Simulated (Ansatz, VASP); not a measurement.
**NaH: VASP beside Ansatz**

```
CELL_PARAMETERS angstrom
0.00000 2.34135 2.43711
2.34135 0.00000 2.43711
2.34135 2.34135 0.00000
ATOMIC_POSITIONS crystal
Na 0.00000 0.00000 0.00000
H 0.50000 0.50000 0.50000
```

Alike in both runs: task single point; functional r2SCAN; k mesh 10 × 10 × 10; occupations fermi-dirac, width 0.2 eV; no spin polarisation.

|  | VASP | Ansatz |
| --- | --- | --- |
| version | VASP 6.6.1 | Ansatz 0.2.0 |
| potentials or method | VASP PAW PBE potentials, release 64 (Na_pv, H), cutoff 520 eV | scalar-relativistic, plane waves, PAW |
| valence electrons in the cell | 8 | 10 |

|  | VASP | Ansatz | Ansatz less VASP |
| --- | --- | --- | --- |
| gap on the k mesh at the Fermi level (eV) | 4.45 | 4.44 | -0.013 |
| least direct gap on the mesh (eV) | 5.29 | 5.27 | -0.023 |
| pressure (GPa) | 0.6 | 0.9 | +0.26 |
| traceless stress, the component that is largest in VASP (GPa) | -1.17 | -1.09 | +0.083 |

VASP's potentials were made for PBE, not for r2SCAN. With one functional, cell and mesh, what is left measures potentials, basis and numerics. VASP's potentials hold 8 valence electrons a cell and Ansatz's 10, so a difference there can come from the potentials and not from the codes.
